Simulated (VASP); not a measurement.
SnTe (rocksalt type), 2 atoms in the cell. It takes space group Fm-3m (No. 225, cubic). Conventional cell: a = 6.235 Å, b = 6.235 Å, c = 6.235 Å, α = 90.00°, β = 90.00°, γ = 90.00°. Within 4.1 Å of Sn (site symmetry m-3m) lie 6 Te at 3.12 Å. Te (site symmetry m-3m) has 6 Sn at 3.12 Å within 4.1 Å. 

```yaml
Program: VASP 6.6.1
Task: single point
Functional: LDA
Potentials_or_basis: VASP PAW LDA potentials, release 64 (Sn_d, Te)
Cutoff: 520 eV
k_mesh: 13 × 13 × 13
Occupations: fermi-dirac, width 0.08 eV
Spin: no spin polarisation
Dipole_correction: no
Further_INCAR_settings: ALGO = Normal; EDIFF = 1e-06; NBANDS = 17
```

Potentials or basis: VASP PAW LDA potentials, release 64 (Sn_d, Te).

Run with:

```sh
$ cat potpaw_LDA.64/Sn_d/POTCAR potpaw_LDA.64/Te/POTCAR > POTCAR
$ mpirun -np 1 vasp_std > vasp.out
```

Hardware: 1 thread of Intel(R) Xeon(R) 6975P-C (Granite Rapids), with other jobs on the host.

Q: Estimate the wall time of this run.

A: Run time: 32 s on 1 thread of Intel(R) Xeon(R) 6975P-C (Granite Rapids), with other jobs on the host, peak memory 0.22 GiB. Counts: scf iterations 12, k points 84.
